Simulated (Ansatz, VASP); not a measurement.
**InAs: VASP beside Ansatz**

INCAR

```
SYSTEM = InAs
  ALGO = Normal
  DIPOL = 0.5 0.5 0.500
  EDIFF = 1E-6
  ENCUT = 400
  GGA = PS
  GGA_COMPAT = .False.
  IDIPOL = 3
  ISIF = 2
  ISMEAR = 0
  LASPH = .True.
  LCHARG = .False.
  LDIPOL = .True.
  LREAL = .False.
  LWAVE = .False.
  NBANDS = 46
  NELM = 120
  NELMDL = -8
  PREC = Accurate
  SIGMA = 0.1
```

File KPOINTS:

```
k-points
0
Gamma
  8 8 1
  0 0 0
```

The input POSCAR:

```
InAs
1.0
    4.3044884346      0.0000000000      0.0000000000
    0.0000000000      4.3044884346      0.0000000000
    0.0000000000      0.0000000000     25.6530653659
As In
4 4
Direct
    0.0000000000      0.5000000000      0.2920567672
    0.5000000000      0.0000000000      0.4113067086
    0.0000000000      0.5000000000      0.5295249166
    0.5000000000      0.0000000000      0.6482851171
    0.5000000000      0.5000000000      0.3497255133
    0.0000000000      0.0000000000      0.4691884226
    0.5000000000      0.5000000000      0.5882922438
    0.0000000000      0.0000000000      0.7116203107
```

Input for Ansatz:

```yaml
crystal:
  lattice:
    - [4.3044884346, 0.0, 0.0]
    - [0.0, 4.3044884346, 0.0]
    - [0.0, 0.0, 25.6530653659]
  atoms:
    - { symbol: As, position: [0.0, 0.5, 0.2920567672] }
    - { symbol: In, position: [0.5, 0.5, 0.3497255133] }
    - { symbol: As, position: [0.5, 0.0, 0.4113067086] }
    - { symbol: In, position: [0.0, 0.0, 0.4691884226] }
    - { symbol: As, position: [0.0, 0.5, 0.5295249166] }
    - { symbol: In, position: [0.5, 0.5, 0.5882922438] }
    - { symbol: As, position: [0.5, 0.0, 0.6482851171] }
    - { symbol: In, position: [0.0, 0.0, 0.7116203107] }
basis:
  ecutwfc: 420
  xc_grid: 3
kpoints:
  mp_grid: { grid: [8, 8, 1] }
hamiltonian:
  xc: pbesol
scf:
  occupations: { method: gaussian, width: 0.1 }
  lower_state_search: light
output:
  forces: true
  eigenvalues: true
efield:
  axis: 3
  dipole_correction: true
  ramp_width: 0.04
```

Alike in both runs: task single point; functional PBEsol; k mesh 8 × 8 × 1; occupations gaussian, width 0.1 eV; no spin polarisation.

|  | VASP | Ansatz |
| --- | --- | --- |
| version | VASP 6.6.1 | Ansatz 0.2.0 |
| potentials or method | VASP PAW PBE potentials, release 64 (As, In_d), cutoff 400 eV | scalar-relativistic, plane waves, PAW |
| valence electrons in the cell | 72 | 112 |

|  | VASP | Ansatz | Ansatz less VASP |
| --- | --- | --- | --- |
| gap on the k mesh at the Fermi level (eV) | none | none | - |
| rms of the force components (eV/Å) | 0.004 | 0.000 | -0.0033 |

VASP's potentials were made for PBE, not for PBEsol. A gap of «none» marks a metal or a gap that the smearing closes. VASP's potentials hold 72 valence electrons a cell and Ansatz's 112, so a difference there can come from the potentials and not from the codes.
